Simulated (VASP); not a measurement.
# AlRu (rocksalt type) (Fm-3m) in VASP: notebook

AlRu (rocksalt type) is run at these levels: PBEsol; tasks: single point.

All numbers are computed with VASP 6.6.1; they aren't measurements. Logs are shortened: lines on timing, memory, paths and dates and some standing lists are left out, and cuts for length are marked.

## (1) The cell of the first run

It takes space group Fm-3m (No. 225, cubic). The conventional cell has a = 4.249 Å, b = 4.249 Å, c = 4.249 Å, α = 90.00°, β = 90.00°, γ = 90.00°. Within 2.8 Å of Ru (site symmetry m-3m) lie 6 Al at 2.12 Å. Within 2.8 Å of Al (site symmetry m-3m) lie 6 Ru at 2.12 Å.

## (2) Single point, PBEsol (volume scaled by 0.64)

Input file INCAR:

```
SYSTEM = AlRu
PREC = Accurate
ENCUT = 520
EDIFF = 1E-7
ISMEAR = -1
SIGMA = 0.05
LREAL = .False.
LASPH = .True.
NELM = 60
ALGO = Normal
ISIF = 2
LWAVE = .False.
LCHARG = .False.
GGA = PS
NBANDS = 16
```

Input file KPOINTS:

```
regular mesh
0
Gamma
  14 14 14
  0 0 0
```

Input file POSCAR:

```
AlRu
1.0
    0.0000000000      2.1244899316      2.1244899316
    2.1244899316      0.0000000000      2.1244899316
    2.1244899316      2.1244899316      0.0000000000
Ru Al
1 1
Direct
    0.0000000000      0.0000000000      0.0000000000
    0.5000000000      0.5000000000      0.5000000000
```

Potentials or basis: VASP PAW PBE potentials, release 64 (Ru_pv, Al).

Started as:

```console
$ cat potpaw_PBE.64/Ru_pv/POTCAR potpaw_PBE.64/Al/POTCAR > POTCAR
$ mpirun -np 1 vasp_std > vasp.out
```

OUTCAR:

```text
SYSTEM = AlRu
   PREC = Accurate
   ENCUT = 520
   EDIFF = 1E-7
   ISMEAR = -1
   LREAL = .False.
   LASPH = .True.
   NELM = 60
   ISIF = 2
   GGA = PS

 ion  position               nearest neighbor table
   1  0.000  0.000  0.000-   2 2.12   2 2.12   2 2.12   2 2.12   2 2.12   2 2.12
   2  0.500  0.500  0.500-   1 2.12   1 2.12   1 2.12   1 2.12   1 2.12   1 2.12

  LATTYP: Found a face centered cubic cell.
 ALAT       =     4.2489798632

  Lattice vectors:

 A1 = (   0.0000000000,   2.1244899316,   2.1244899316)
 A2 = (   2.1244899316,   0.0000000000,   2.1244899316)
 A3 = (   2.1244899316,   2.1244899316,   0.0000000000)

Analysis of symmetry for initial positions (statically):
=====================================================================
 Subroutine PRICEL returns:
 Original cell was already a primitive cell.

 Routine SETGRP: Setting up the symmetry group for a
 face centered cubic supercell.

 Subroutine GETGRP returns: Found 48 space group operations
 (whereof 48 operations were pure point group operations)
 out of a pool of 48 trial point group operations.

The static configuration has the point symmetry O_h .

Analysis of symmetry for dynamics (positions and initial velocities):
=====================================================================
 Subroutine PRICEL returns:
 Original cell was already a primitive cell.

 Routine SETGRP: Setting up the symmetry group for a
 face centered cubic supercell.

 Subroutine GETGRP returns: Found 48 space group operations
 (whereof 48 operations were pure point group operations)
 out of a pool of 48 trial point group operations.

The dynamic configuration has the point symmetry O_h .

 Subroutine INISYM returns: Found 48 space group operations
 (whereof 48 operations are pure point group operations),
 and found     1 'primitive' translations

----------------------------------------------------------------------------------------

                                     Primitive cell

  volume of cell :      19.1776

  direct lattice vectors                    reciprocal lattice vectors
     0.000000000  2.124489932  2.124489932    -0.235350609  0.235350609  0.235350609
     2.124489932  0.000000000  2.124489932     0.235350609 -0.235350609  0.235350609
     2.124489932  2.124489932  0.000000000     0.235350609  0.235350609 -0.235350609

  length of vectors
     3.004482474  3.004482474  3.004482474     0.407639213  0.407639213  0.407639213

  position of ions in fractional coordinates (direct lattice)
     0.000000000  0.000000000  0.000000000
     0.500000000  0.500000000  0.500000000

  ion indices of the primitive-cell ions
   primitive index   ion index
                 1           1
                 2           2

----------------------------------------------------------------------------------------

 KPOINTS: regular mesh

Automatic generation of k-mesh.
 Grid dimensions read from file:
 generate k-points for:   14   14   14

 Generating k-lattice:

  Cartesian coordinates                     Fractional coordinates (reciprocal lattice)
    -0.016810758  0.016810758  0.016810758     0.071428571  0.000000000  0.000000000
     0.016810758 -0.016810758  0.016810758     0.000000000  0.071428571  0.000000000
     0.016810758  0.016810758 -0.016810758     0.000000000  0.000000000  0.071428571

  Length of vectors
     0.029117087  0.029117087  0.029117087

  Shift w.r.t. Gamma in fractional coordinates (k-lattice)
     0.000000000  0.000000000  0.000000000

 Subroutine IBZKPT returns following result:
 ===========================================

 Found    104 irreducible k-points:

 Following reciprocal coordinates:
            Coordinates               Weight
  0.000000  0.000000  0.000000      1.000000
  0.071429  0.000000  0.000000      8.000000
  0.142857  0.000000  0.000000      8.000000
  0.214286  0.000000  0.000000      8.000000
  0.285714  0.000000  0.000000      8.000000
  0.357143  0.000000  0.000000      8.000000
[... 16 lines left out ...]
  0.214286  0.142857  0.000000     24.000000
  0.285714  0.142857  0.000000     24.000000
 [... further k-points ...]
   k-points           NKPTS =    104   k-points in BZ     NKDIM =    104   number of bands    NBANDS=     16
   number of dos      NEDOS =    301   number of ions     NIONS =      2
   total plane-waves  NPLWV =  13824
   dimension x,y,z NGX =    24 NGY =   24 NGZ =   24
   dimension x,y,z NGXF=    48 NGYF=   48 NGZF=   48
   ions per type =               1   1
   NGX,Y,Z   is equivalent  to a cutoff of  13.28, 13.28, 13.28 a.u.
   NGXF,Y,Z  is equivalent  to a cutoff of  26.56, 26.56, 26.56 a.u.
 SYSTEM =  AlRu
   PREC   = accura    normal or accurate (medium, high low for compatibility)
   ISTART =      0    job   : 0-new  1-cont  2-samecut
   ICHARG =      2    charge: 1-file 2-atom 10-const
   ISPIN  =      1    spin polarized calculation?
   LNONCOLLINEAR =      F non collinear calculations
   LSORBIT =      F    spin-orbit coupling
   LASPH  =      T    aspherical Exc in radial PAW
   ENCUT  =  520.0 eV  38.22 Ry    6.18 a.u.   5.59  5.59  5.59*2*pi/ulx,y,z
   NELM   =     60;   NELMIN=  2; NELMDL= -5     # of ELM steps
   EDIFF  = 0.1E-06   stopping-criterion for ELM
   LREAL  =      F    real-space projection
   EDIFFG = 0.1E-05   stopping-criterion for IOM
   NSW    =      0    number of steps for IOM
   IBRION =     -1    ionic relax: 0-MD 1-quasi-New 2-CG
   NFREE  =      0    steps in history (QN), initial steepest desc. (CG)
   ISIF   =      2    stress and relaxation
   ISYM   =      2    0-nonsym 1-usesym 2-fastsym
   POTIM  = 0.5000    time-step for ionic-motion
   TEBEG  =    0.0;   TEEND  =   0.0 temperature during run
   PSTRESS=    0.0 pullay stress
   NELECT =      17.0000    total number of electrons
   NUPDOWN=      -1.0000    fix difference up-down
   EMIN   =  10.00;   EMAX   =-10.00  energy-range for DOS
   EFERMI =   0.00;   METHOD = LEGACY
   ISMEAR =    -1;   SIGMA  =   0.05  broadening in eV -4-tet -1-fermi 0-gaus
   EFERMI_NEDOS =   21; number of points for ismear=-14 and -15
   IALGO  =     38    algorithm
   IMIX   =      4    mixing-type and parameters
     AMIX     =   0.40;   BMIX     =  1.00
     AMIX_MAG =   1.60;   BMIX_MAG =  1.00
  volume/ion in A,a.u.               =       9.59        64.71
  Fermi-wavevector in a.u.,A,eV,Ry     =   1.572630  2.971839 33.649440  2.473164
  Thomas-Fermi vector in A             =   2.674035
   LORBIT       =      0    0 simple, 1 ext, 2 COOP (PROOUT), +10 PAW based schemes
   GGA     = PS    functional components
   LHFCALC =     F    Hartree Fock is set to
   AEXX    =    0.0000 exact exchange contribution
   IVDW    =     0    specifies the selected vdW correction
   LEPSILON=     F    determine dielectric tensor
   LRPA    =     F    only Hartree local field effects (RPA)
 non-spin polarized calculation
  energy-cutoff  :      520.00
  volume of cell :       19.18
 maximum number of plane-waves:       533
   NGX = 11   NGY = 11   NGZ = 11

 number of electron      16.9999999 magnetization

 Free energy of the ion-electron system (eV)
  ---------------------------------------------------
  ext. energy  EPLUGINS =         0.00000000
  ---------------------------------------------------
  free energy    TOTEN  =        -9.72514180 eV

  energy without entropy =       -9.71593946  energy(sigma->0) =       -9.72054063

 E-fermi :  16.7784     XC(G=0): -14.4094

 val. band max:       16.6728080403   @ k =   0.5000   0.4286   0.0000
 cond. band min:      16.7822079404   @ k =   0.5000   0.2143   0.0000
 fundamental gap:      0.1093999001
 Fermi energy:        16.7784235319

 k-point     1 :       0.0000    0.0000    0.0000
  band No.  band energies     occupation
      1     -25.6866      2.00000
      2     -25.6866      2.00000
      3     -25.6866      2.00000
      4       4.6265      2.00000
      5      12.3264      2.00000
      6      12.3264      2.00000
[... 8 lines left out ...]
     15      35.0744      0.00000
     16      35.0744      0.00000

 k-point     2 :       0.0714    0.0000    0.0000
  band No.  band energies     occupation
      1     -25.7108      2.00000
      2     -25.6907      2.00000
      3     -25.6907      2.00000
      4       4.7892      2.00000
      5      12.2110      2.00000
      6      12.4023      2.00000
[... 8 lines left out ...]
     15      34.4034      0.00000
     16      34.7076      0.00000

 k-point     3 :       0.1429    0.0000    0.0000
  band No.  band energies     occupation
      1     -25.7780      2.00000
      2     -25.7021      2.00000
      3     -25.7021      2.00000
      4       5.2595      2.00000
      5      11.9194      2.00000
      6      12.5030      2.00000
[... 8 lines left out ...]
     15      33.0870      0.00000
     16      33.6017      0.00000

 k-point     4 :       0.2143    0.0000    0.0000
  band No.  band energies     occupation
      1     -25.8741      2.00000
      2     -25.7186      2.00000
      3     -25.7186      2.00000
      4       5.9792      2.00000
      5      11.5794      2.00000
      6      12.3767      2.00000
[... 8 lines left out ...]
     15      32.0234      0.00000
     16      32.0234      0.00000

 k-point     5 :       0.2857    0.0000    0.0000
  band No.  band energies     occupation
      1     -25.9792      2.00000
      2     -25.7368      2.00000
      3     -25.7368      2.00000
      4       6.8314      2.00000
      5      11.3388      2.00000
      6      12.1314      2.00000
[... 8 lines left out ...]
     15      30.8783      0.00000
     16      30.8783      0.00000

 k-point     6 :       0.3571    0.0000    0.0000
  band No.  band energies     occupation
      1     -26.0726      2.00000
      2     -25.7532      2.00000
      3     -25.7532      2.00000
      4       7.6158      2.00000
      5      11.3373      2.00000
      6      11.9029      2.00000
[... 8 lines left out ...]
     15      31.5651      0.00000
     16      31.5651      0.00000

 k-point     7 :       0.4286    0.0000    0.0000
  band No.  band energies     occupation
      1     -26.1365      2.00000
      2     -25.7645      2.00000
      3     -25.7645      2.00000
      4       8.1109      2.00000
      5      11.5887      2.00000
      6      11.7487      2.00000
[... 8 lines left out ...]
     15      32.8431      0.00000
     16      32.8431      0.00000

 k-point     8 :       0.5000    0.0000    0.0000
  band No.  band energies     occupation
      1     -26.1591      2.00000
      2     -25.7685      2.00000
      3     -25.7685      2.00000
      4       8.2632      2.00000
      5      11.6947      2.00000
      6      11.6947      2.00000
[... 8 lines left out ...]
     15      33.5998      0.00000
     16      33.5998      0.00000

 k-point     9 :       0.0714    0.0714    0.0000
  band No.  band energies     occupation
      1     -25.7126      2.00000
      2     -25.6951      2.00000
      3     -25.6951      2.00000
      4       4.8430      2.00000
      5      12.1365      2.00000
      6      12.4565      2.00000
[... 8 lines left out ...]
     15      34.1910      0.00000
     16      34.1910      0.00000
[... 172 lines left out ...]
 k-point    19 :      -0.2143    0.0714    0.0000
  band No.  band energies     occupation
      1     -25.9132      2.00000
      2     -25.7429      2.00000
      3     -25.7221      2.00000
      4       6.3846      2.00000
      5      11.4024      2.00000
      6      12.2295      2.00000
[... 8 lines left out ...]
     15      30.2891      0.00000
     16      32.0216      0.00000

 k-point    20 :      -0.1429    0.0714    0.0000
  band No.  band energies     occupation
      1     -25.8177      2.00000
      2     -25.7225      2.00000
      3     -25.7057      2.00000
      4       5.6102      2.00000
      5      11.7110      2.00000
      6      12.4490      2.00000
[... 8 lines left out ...]
     15      31.3934      0.00000
     16      33.6425      0.00000

 k-point    21 :      -0.0714    0.0714    0.0000
  band No.  band energies     occupation
      1     -25.7453      2.00000
      2     -25.7038      2.00000
      3     -25.6945      2.00000
      4       5.0544      2.00000
      5      12.0225      2.00000
      6      12.4914      2.00000
[... 8 lines left out ...]
     15      33.1325      0.00000
     16      34.1619      0.00000

 k-point    22 :       0.1429    0.1429    0.0000
  band No.  band energies     occupation
      1     -25.7823      2.00000
      2     -25.7188      2.00000
      3     -25.7188      2.00000
      4       5.4638      2.00000
      5      11.6460      2.00000
      6      12.6253      2.00000
[... 8 lines left out ...]
     15      32.6949      0.00000
     16      32.6949      0.00000

 k-point    23 :       0.2143    0.1429    0.0000
  band No.  band energies     occupation
      1     -25.8438      2.00000
      2     -25.7356      2.00000
      3     -25.7338      2.00000
      4       5.9931      2.00000
      5      11.3388      2.00000
      6      12.2657      2.00000
[... 8 lines left out ...]
     15      31.4979      0.00000
     16      32.0095      0.00000

 k-point    24 :       0.2857    0.1429    0.0000
  band No.  band energies     occupation
      1     -25.9269      2.00000
      2     -25.7540      2.00000
      3     -25.7529      2.00000
      4       6.7332      2.00000
      5      11.0606      2.00000
      6      11.8876      2.00000
[... 8 lines left out ...]
     15      30.1316      0.00000
     16      31.4543      0.00000

 [... further k-points ...]
[... 5 lines left out ...]
  --------------------------------------------------------------------------------------
  -------------------------------------------------------------------------------------
  Total       21.3832762     21.3832762     21.3832762     -0.0000000      0.0000000     -0.0000000
  in kB     1786.4497342   1786.4497342   1786.4497342     -0.0000000      0.0000000     -0.0000000
  external PRESSURE =    1786.4497342 kB  Pullay stress =       0.0000000 kB

 VOLUME and BASIS-vectors are now :
 -----------------------------------------------------------------------------
  energy-cutoff  :      520.00
  volume of cell :       19.18
      direct lattice vectors                 reciprocal lattice vectors
     0.000000000  2.124489932  2.124489932    -0.235350609  0.235350609  0.235350609
     2.124489932  0.000000000  2.124489932     0.235350609 -0.235350609  0.235350609
     2.124489932  2.124489932  0.000000000     0.235350609  0.235350609 -0.235350609

 POSITION                                       TOTAL-FORCE (eV/Angst)
 -----------------------------------------------------------------------------------
      0.00000      0.00000      0.00000         0.000000      0.000000      0.000000
      2.12449      2.12449      2.12449         0.000000      0.000000      0.000000
 -----------------------------------------------------------------------------------
    total drift:                                0.000000     -0.000000     -0.000000

  FREE ENERGIE OF THE ION-ELECTRON SYSTEM (eV)
  ---------------------------------------------------
  free  energy   TOTEN  =        -9.7251417955 eV

  energy  without entropy=       -9.7159394597  energy(sigma->0) =       -9.72054063
```

It took 36 s on 1 thread of Intel Xeon 8259CL, shared host; peak memory 0.16 GiB.

Results:

```yaml
Free_energy: -9.7251 eV
Pressure: 178.6 GPa
```

Caveat: the PAW data sets were made with another functional, which shifts forces and pressure a little.

(Part 1 of 2 ends here.)
